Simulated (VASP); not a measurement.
Set up this calculation in VASP 6.6.1, as the native input.

| Item | Value |
| --- | --- |
| Task | electric field gradients |
| Functional | r2SCAN |
| Potentials or basis | VASP PAW PBE potentials, release 64 (Ru_pv, Bi_d) |
| Cutoff | 520 eV |
| k mesh | 10 × 10 × 10 |
| Occupations | fermi-dirac, width 0.05 eV |
| Spin | no spin polarisation |
| Dipole correction | no |
| Further INCAR settings | ALGO = Normal; EDIFF = 1e-08; NBANDS = 22 |

Crystal: BiRu (rocksalt type).

```
CELL_PARAMETERS angstrom
0.00000 2.77474 2.77474
2.77474 0.00000 2.77474
2.77474 2.77474 0.00000
ATOMIC_POSITIONS crystal
Ru 0.00000 0.00000 0.00000
Bi 0.50000 0.50000 0.50000
```

The input as run:

POSCAR

```
BiRu
1.0
    0.0000000000      2.7747409757      2.7747409757
    2.7747409757      0.0000000000      2.7747409757
    2.7747409757      2.7747409757      0.0000000000
Ru Bi
1 1
Direct
    0.0000000000      0.0000000000      0.0000000000
    0.5000000000      0.5000000000      0.5000000000
```

INCAR.step1

```
SYSTEM = BiRu
PREC = Accurate
ENCUT = 520
ISMEAR = -1
SIGMA = 0.05
LREAL = .FALSE.
LASPH = .TRUE.
NELM = 80
NBANDS = 22
GGA = PE
ALGO = Normal
EDIFF = 1E-4
LWAVE = .TRUE.
LCHARG = .FALSE.
```

INCAR.step2

```
SYSTEM = BiRu
PREC = Accurate
ENCUT = 520
EDIFF = 1E-8
ISMEAR = -1
SIGMA = 0.05
LREAL = .FALSE.
LASPH = .TRUE.
NELM = 80
ALGO = Normal
ISIF = 2
LWAVE = .FALSE.
LCHARG = .FALSE.
METAGGA = R2SCAN
LMIXTAU = .TRUE.
LEFG = .TRUE.
NBANDS = 22
ISTART = 1
```

KPOINTS

```
Automatic mesh
0
G
  10 10 10
  0 0 0
```

Potentials or basis: VASP PAW PBE potentials, release 64 (Ru_pv, Bi_d).

Launch:

```bash
$ cat potpaw_PBE.64/Ru_pv/POTCAR potpaw_PBE.64/Bi_d/POTCAR > POTCAR
$ cp INCAR.step1 INCAR
$ mpirun -np 1 vasp_std > vasp.out
$ cp INCAR.step2 INCAR
$ mpirun -np 1 vasp_std > vasp.out
```

It gave:

```
Pressure                                : -2.4 GPa
Band gap on the k mesh                  : zero (an odd number of electrons rules out a gap without spin polarisation)
Largest electric field gradient by atom : zero within the noise of the run
```

Caveat: the PAW data sets were made with another functional, which shifts forces and pressure a little; spin-orbit coupling is left out, which moves the levels of the heavy elements.

Run time: 2.1 min on 1 thread of Intel(R) Xeon(R) Platinum 8488C (Sapphire Rapids) (shared host), peak memory 0.19 GiB.
